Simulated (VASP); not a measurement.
# Tl7Cl8 (a cell with a defect) in VASP: single point with PBE

Aim: the single point of Tl7Cl8 (a cell with a defect) with PBE.

All numbers are computed with VASP 6.6.1; they aren't measurements. Logs are shortened: lines on timing, memory, paths and dates and some standing lists are left out, and cuts for length are marked.

## Step 1: The cell of the first run

The cell holds a defect, 15 atoms: a = 7.679 Å, b = 7.679 Å, c = 7.679 Å, α = 90.00°, β = 90.00°, γ = 90.00°.

## Step 2: Single point, PBE

INCAR

```
SYSTEM = Tl7Cl8
PREC = Accurate
ENCUT = 520
EDIFF = 1E-6
ISMEAR = 1
SIGMA = 0.15
LREAL = Auto
LASPH = .True.
NELM = 100
ALGO = Normal
ISIF = 2
LWAVE = .False.
LCHARG = .True.
GGA = PE
LELF = .True.
LVHAR = .True.
NBANDS = 86
```

KPOINTS

```
regular mesh
0
Gamma
  2 2 2
  0 0 0
```

POSCAR

```
Tl7Cl8
1.0
    7.6785920000      0.0000000000      0.0000000000
    0.0000000000      7.6785920000      0.0000000000
    0.0000000000      0.0000000000      7.6785920000
Tl Cl
7 8
Direct
    0.0117838010     -0.0000863440      0.0083844799
    0.0051374002     -0.0017001815      0.5084456890
   -0.3336840921      0.4995151455     -0.0002285575
    0.0112971232      0.4979806194      0.4967443250
    0.4759614784     -0.0003001852     -0.0075426589
    0.4921914070      0.0013580615      0.4942232899
    0.4753195638      0.5017457628      0.5006124821
    0.2527542810      0.2419166170      0.2574465475
    0.2515386936      0.2404555418      0.7401847891
    0.2521257804      0.7581044806      0.2580766109
    0.2516327212      0.7587747858      0.7405131045
    0.7564588664      0.2464365863      0.2535786509
    0.7541269285      0.2457486998      0.7465291814
    0.7556028501      0.7527140392      0.2537187807
    0.7539920079      0.7533495724      0.7464226514
```

Potentials or basis: VASP PAW PBE potentials, release 64 (Tl_d, Cl).

On the command line:

```bash
cat potpaw_PBE.64/Tl_d/POTCAR potpaw_PBE.64/Cl/POTCAR > POTCAR
mpirun -np 1 vasp_std > vasp.out
```

OUTCAR:

```text
SYSTEM = Tl7Cl8
   PREC = Accurate
   ENCUT = 520
   EDIFF = 1E-6
   ISMEAR = 1
   LREAL = Auto
   LASPH = .True.
   NELM = 100
   ISIF = 2
   GGA = PE

 ion  position               nearest neighbor table
   1  0.012  1.000  0.008-  10 3.24   8 3.25  12 3.31  14 3.32   9 3.32  11 3.32  13 3.39  15 3.40
                             5 3.57   2 3.84   2 3.84   5 4.12
   2  0.005  0.998  0.508-  11 3.18   9 3.19  15 3.26  13 3.27  10 3.27   8 3.29  14 3.32  12 3.33
                             6 3.74   4 3.84   1 3.84   1 3.84   4 3.84   6 3.94
   3  0.666  0.500  1.000-  13 2.83  15 2.83  14 2.84  12 2.84   7 4.10   5 4.11   5 4.11   7 4.12

   4  0.011  0.498  0.497-   8 3.27  10 3.28   9 3.29  11 3.30  12 3.32  14 3.34  13 3.37  15 3.38
                             7 3.56   2 3.84   2 3.84   7 4.12
   5  0.476  1.000  0.992-  11 3.18   9 3.18   8 3.25  10 3.25   1 3.57   6 3.83   6 3.85   3 4.11
                             3 4.11   1 4.12
   6  0.492  0.001  0.494-   8 3.18  10 3.19   9 3.22  11 3.23  12 3.33  14 3.34  13 3.36  15 3.38
                             2 3.74   5 3.83   7 3.84   7 3.84   5 3.85   2 3.94
   7  0.475  0.502  0.501-  11 3.20  10 3.21   9 3.22   8 3.22   4 3.56   6 3.84   6 3.84   3 4.10
                             4 4.12   3 4.12
   8  0.253  0.242  0.257-   6 3.18   7 3.22   1 3.25   5 3.25   4 3.27   2 3.29
   9  0.252  0.240  0.740-   5 3.18   2 3.19   6 3.22   7 3.22   4 3.29   1 3.32
  10  0.252  0.758  0.258-   6 3.19   7 3.21   1 3.24   5 3.25   2 3.27   4 3.28
  11  0.252  0.759  0.741-   5 3.18   2 3.18   7 3.20   6 3.23   4 3.30   1 3.32
  12  0.756  0.246  0.254-   3 2.84   1 3.31   4 3.32   6 3.33   2 3.33
  13  0.754  0.246  0.747-   3 2.83   2 3.27   6 3.36   4 3.37   1 3.39
  14  0.756  0.753  0.254-   3 2.84   1 3.32   2 3.32   6 3.34   4 3.34
  15  0.754  0.753  0.746-   3 2.83   2 3.26   6 3.38   4 3.38   1 3.40

  LATTYP: Found a simple cubic cell.
 ALAT       =     7.6785920000

  Lattice vectors:

 A1 = (   7.6785920000,   0.0000000000,   0.0000000000)
 A2 = (   0.0000000000,   7.6785920000,   0.0000000000)
 A3 = (   0.0000000000,   0.0000000000,   7.6785920000)

Analysis of symmetry for initial positions (statically):
=====================================================================
 Subroutine PRICEL returns:
 Original cell was already a primitive cell.

 Routine SETGRP: Setting up the symmetry group for a
 simple cubic supercell.

 Subroutine GETGRP returns: Found  1 space group operations
 (whereof  1 operations were pure point group operations)
 out of a pool of 48 trial point group operations.

The static configuration has the point symmetry C_1 .

Analysis of symmetry for dynamics (positions and initial velocities):
=====================================================================
 Subroutine PRICEL returns:
 Original cell was already a primitive cell.

 Routine SETGRP: Setting up the symmetry group for a
 simple cubic supercell.

 Subroutine GETGRP returns: Found  1 space group operations
 (whereof  1 operations were pure point group operations)
 out of a pool of 48 trial point group operations.

The dynamic configuration has the point symmetry C_1 .

 Subroutine INISYM returns: Found  1 space group operations
 (whereof  1 operations are pure point group operations),
 and found     1 'primitive' translations

----------------------------------------------------------------------------------------

                                     Primitive cell

  volume of cell :     452.7357

  direct lattice vectors                    reciprocal lattice vectors
     7.678592000  0.000000000  0.000000000     0.130232209  0.000000000  0.000000000
     0.000000000  7.678592000  0.000000000     0.000000000  0.130232209  0.000000000
     0.000000000  0.000000000  7.678592000     0.000000000  0.000000000  0.130232209

  length of vectors
     7.678592000  7.678592000  7.678592000     0.130232209  0.130232209  0.130232209

  position of ions in fractional coordinates (direct lattice)
     0.011783801  0.999913656  0.008384480
     0.005137400  0.998299819  0.508445689
     0.666315908  0.499515145  0.999771442
     0.011297123  0.497980619  0.496744325
     0.475961478  0.999699815  0.992457341
     0.492191407  0.001358061  0.494223290
     0.475319564  0.501745763  0.500612482
     0.252754281  0.241916617  0.257446548
[... 40 lines left out ...]

  Length of vectors
     0.065116105  0.065116105  0.065116105

  Shift w.r.t. Gamma in fractional coordinates (k-lattice)
     0.000000000  0.000000000  0.000000000

 Subroutine IBZKPT returns following result:
 ===========================================

 Found      8 irreducible k-points:

 Following reciprocal coordinates:
            Coordinates               Weight
  0.000000  0.000000  0.000000      1.000000
  0.500000  0.000000  0.000000      1.000000
  0.000000  0.500000  0.000000      1.000000
  0.000000  0.000000  0.500000      1.000000
  0.500000  0.500000  0.000000      1.000000
  0.000000  0.500000  0.500000      1.000000
  0.500000  0.000000  0.500000      1.000000
  0.500000  0.500000  0.500000      1.000000
   k-points           NKPTS =      8   k-points in BZ     NKDIM =      8   number of bands    NBANDS=     86
   number of dos      NEDOS =    301   number of ions     NIONS =     15
   total plane-waves  NPLWV = 216000
   dimension x,y,z NGX =    60 NGY =   60 NGZ =   60
   dimension x,y,z NGXF=   120 NGYF=  120 NGZF=  120
   ions per type =               7   8
   NGX,Y,Z   is equivalent  to a cutoff of  12.99, 12.99, 12.99 a.u.
   NGXF,Y,Z  is equivalent  to a cutoff of  25.98, 25.98, 25.98 a.u.
 SYSTEM =  Tl7Cl8
   PREC   = accura    normal or accurate (medium, high low for compatibility)
   ISTART =      0    job   : 0-new  1-cont  2-samecut
   ICHARG =      2    charge: 1-file 2-atom 10-const
   ISPIN  =      1    spin polarized calculation?
   LNONCOLLINEAR =      F non collinear calculations
   LSORBIT =      F    spin-orbit coupling
   LASPH  =      T    aspherical Exc in radial PAW
   ENCUT  =  520.0 eV  38.22 Ry    6.18 a.u.  14.28 14.28 14.28*2*pi/ulx,y,z
   NELM   =    100;   NELMIN=  2; NELMDL= -5     # of ELM steps
   EDIFF  = 0.1E-05   stopping-criterion for ELM
   LREAL  =      T    real-space projection
   EDIFFG = 0.1E-04   stopping-criterion for IOM
   NSW    =      0    number of steps for IOM
   IBRION =     -1    ionic relax: 0-MD 1-quasi-New 2-CG
   NFREE  =      0    steps in history (QN), initial steepest desc. (CG)
   ISIF   =      2    stress and relaxation
   ISYM   =      2    0-nonsym 1-usesym 2-fastsym
   POTIM  = 0.5000    time-step for ionic-motion
   TEBEG  =    0.0;   TEEND  =   0.0 temperature during run
   PSTRESS=    0.0 pullay stress
   NELECT =     147.0000    total number of electrons
   NUPDOWN=      -1.0000    fix difference up-down
   EMIN   =  10.00;   EMAX   =-10.00  energy-range for DOS
   EFERMI =   0.00;   METHOD = LEGACY
   ISMEAR =     1;   SIGMA  =   0.15  broadening in eV -4-tet -1-fermi 0-gaus
   EFERMI_NEDOS =   21; number of points for ismear=-14 and -15
   IALGO  =     38    algorithm
   IMIX   =      4    mixing-type and parameters
     AMIX     =   0.40;   BMIX     =  1.00
     AMIX_MAG =   1.60;   BMIX_MAG =  1.00
  volume/ion in A,a.u.               =      30.18       203.68
  Fermi-wavevector in a.u.,A,eV,Ry     =   1.125207  2.126333 17.226205  1.266090
  Thomas-Fermi vector in A             =   2.261883
   LORBIT       =      0    0 simple, 1 ext, 2 COOP (PROOUT), +10 PAW based schemes
   GGA     = PE    functional components
   LHFCALC =     F    Hartree Fock is set to
   AEXX    =    0.0000 exact exchange contribution
   IVDW    =     0    specifies the selected vdW correction
   LEPSILON=     F    determine dielectric tensor
   LRPA    =     F    only Hartree local field effects (RPA)
 non-spin polarized calculation
 Methfessel and Paxton  Order N= 1 SIGMA  =   0.15
  energy-cutoff  :      520.00
  volume of cell :      452.74
 maximum number of plane-waves:     12216
 NGX is ok and might be reduce to    60
   NGX = 29   NGY = 29   NGZ = 29

 number of electron     146.9999999 magnetization

 Free energy of the ion-electron system (eV)
  ---------------------------------------------------
  ext. energy  EPLUGINS =         0.00000000
  ---------------------------------------------------
  free energy    TOTEN  =       -43.53367123 eV

  energy without entropy =      -43.53350585  energy(sigma->0) =      -43.53361610

 E-fermi :   1.8387     XC(G=0):  -8.6261

 val. band max:        1.6932846672   @ k =   0.5000   0.0000   0.5000
 cond. band min:       1.8722895806   @ k =   0.0000   0.5000   0.5000
 fundamental gap:      0.1790049134
 Fermi energy:         1.8387006925

 k-point     1 :       0.0000    0.0000    0.0000
  band No.  band energies     occupation
      1     -12.0839      2.00000
      2     -11.8587      2.00000
      3     -11.8579      2.00000
      4     -11.7723      2.00000
      5     -11.5250      2.00000
      6     -11.3566      2.00000
[... 693 lines left out ...]
     84       7.0160      0.00000
     85       7.0767      0.00000
 [bands above 85 left out]

------------------------ aborting loop because EDIFF is reached ----------------------------------------

  FORCE on cell =-STRESS in cart. coord.  units (eV):
  Direction    XX          YY          ZZ          XY          YZ          ZX
  --------------------------------------------------------------------------------------
  -------------------------------------------------------------------------------------
  Total        2.7092851      2.1909785      2.1980573     -0.0035468      0.0068209      0.0071677
  in kB        9.5878341      7.7536094      7.7786605     -0.0125517      0.0241383      0.0253655
  external PRESSURE =       8.3733680 kB  Pullay stress =       0.0000000 kB

 VOLUME and BASIS-vectors are now :
 -----------------------------------------------------------------------------
  energy-cutoff  :      520.00
  volume of cell :      452.74
      direct lattice vectors                 reciprocal lattice vectors
     7.678592000  0.000000000  0.000000000     0.130232209  0.000000000  0.000000000
     0.000000000  7.678592000  0.000000000     0.000000000  0.130232209  0.000000000
     0.000000000  0.000000000  7.678592000     0.000000000  0.000000000  0.130232209

 POSITION                                       TOTAL-FORCE (eV/Angst)
 -----------------------------------------------------------------------------------
      0.09048      7.67793      0.06438        -0.026454     -0.000504     -0.003437
      0.03945      7.66554      3.90415        -0.001514     -0.000564     -0.013709
      5.11637      3.83557      7.67684        -0.169817     -0.000150      0.010369
      0.08675      3.82379      3.81430        -0.026706      0.002634     -0.003063
      3.65471      7.67629      7.62067         0.015378     -0.000905      0.011920
      3.77934      0.01043      3.79494        -0.010744     -0.001330     -0.005915
      3.64979      3.85270      3.84400         0.020333     -0.001490     -0.003807
      1.94080      1.85758      1.97683         0.020043     -0.000180     -0.001632
      1.93146      1.84636      5.68358         0.015090      0.006916      0.005260
      1.93597      5.82117      1.98166         0.019874      0.001329     -0.002281
      1.93218      5.82632      5.68610         0.015631     -0.005544      0.004665
      5.80854      1.89229      1.94713         0.030678     -0.016638      0.016243
      5.79063      1.88700      5.73229         0.033298     -0.017685     -0.016129
      5.80197      5.77978      1.94820         0.031474      0.017274      0.017154
      5.78960      5.78466      5.73147         0.033436      0.016837     -0.015637
 -----------------------------------------------------------------------------------
    total drift:                               -0.001822     -0.001365     -0.000712

  FREE ENERGIE OF THE ION-ELECTRON SYSTEM (eV)
  ---------------------------------------------------
  free  energy   TOTEN  =       -43.5336712273 eV

  energy  without entropy=      -43.5335058466  energy(sigma->0) =      -43.53361610
```

Wall time 4.9 min (1 thread of Intel Xeon 6975P-C (Granite Rapids), shared host); peak memory 0.56 GiB.

Results:

```
Free energy            : -43.5337 eV
Pressure               : 0.8 GPa
Largest force          : 0.170 eV/Å
Band gap on the k mesh : zero (an odd number of electrons rules out a gap without spin polarisation)
```

Forces in eV/Å, atoms in the order of the input:
```
Tl  -0.026 -0.001 -0.003
Tl  -0.002 -0.001 -0.014
Tl  -0.170  0.000  0.010
Tl  -0.027  0.003 -0.003
Tl   0.015 -0.001  0.012
Tl  -0.011 -0.001 -0.006
Tl   0.020 -0.001 -0.004
Cl   0.020  0.000 -0.002
Cl   0.015  0.007  0.005
Cl   0.020  0.001 -0.002
Cl   0.016 -0.006  0.005
Cl   0.031 -0.017  0.016
Cl   0.033 -0.018 -0.016
Cl   0.031  0.017  0.017
Cl   0.033  0.017 -0.016
```

Stress tensor (GPa, compression positive):
```
0.96 0.00 0.00
0.00 0.78 0.00
0.00 0.00 0.78
```

Caveat: the k points lie up to 0.41 Å⁻¹ apart, too coarse for converged energies and pressures of a metal; spin-orbit coupling is left out, which moves the levels of the heavy elements; an odd number of electrons without spin polarisation forces a metal; a magnetic or distorted state may lie lower.

The gap in the log of VASP goes by the Fermi energy; the results here count the filled bands.